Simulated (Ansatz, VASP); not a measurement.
# HfSi3 in VASP and in Ansatz

File INCAR:

```
SYSTEM = HfSi3
PREC = Accurate ; ENCUT = 520
EDIFF = 1E-6 ; ISMEAR = 0
SIGMA = 0.05 ; LREAL = .False.
LASPH = .True. ; NELM = 80
ALGO = Normal ; ISIF = 2
LWAVE = .False. ; LCHARG = .False.
GGA = PE ; NBANDS = 19
```

The input KPOINTS:

```
Automatic mesh
0
Gamma
  8 8 8
  0 0 0
```

POSCAR

```
HfSi3
1.0
    3.9998233712      0.0000000000      0.0000000000
    0.0000000000      3.9998233712      0.0000000000
    0.0000000000      0.0000000000      3.9998233712
Hf Si
1 3
Direct
    0.0000000000      0.0000000000      0.0000000000
    0.0000000000      0.5000000000      0.5000000000
    0.5000000000      0.5000000000      0.0000000000
    0.5000000000      0.0000000000      0.5000000000
```

Input for Ansatz:

```yaml
crystal:
  lattice:
    - [3.9998233712, 0.0, 0.0]
    - [0.0, 3.9998233712, 0.0]
    - [0.0, 0.0, 3.9998233712]
  atoms:
    - { symbol: Hf, position: [0.0, 0.0, 0.0] }
    - { symbol: Si, position: [0.0, 0.5, 0.5] }
    - { symbol: Si, position: [0.5, 0.5, 0.0] }
    - { symbol: Si, position: [0.5, 0.0, 0.5] }
basis:
  ecutwfc: 420
  ecutrho_ratio: 4
kpoints:
  mp_grid: { grid: [8, 8, 8] }
hamiltonian:
  xc: pbe
scf:
  occupations: { method: gaussian, width: 0.05 }
output:
  forces: true
  stress: true
  eigenvalues: true
```

Alike in both runs: task single point; functional PBE; k mesh 8 × 8 × 8; occupations gaussian, width 0.05 eV; no spin polarisation.

```csv
,VASP,Ansatz
version,VASP 6.6.1,Ansatz 0.2.0
potentials or method,"VASP PAW PBE potentials, release 64 (Hf_pv, Si), cutoff 520 eV","scalar-relativistic, plane waves, PAW"
valence electrons in the cell,22,38
```

```csv
,VASP,Ansatz,Ansatz less VASP
gap on the k mesh at the Fermi level (eV),none,none,-
pressure (GPa),-2.4,-2.1,+0.27
```

A gap of «none» marks a metal or a gap that the smearing closes. With one functional, cell and mesh, what is left measures potentials, basis and numerics. VASP's potentials hold 22 valence electrons a cell and Ansatz's 38, so a difference there can come from the potentials and not from the codes.

Neither program's run includes spin-orbit coupling.
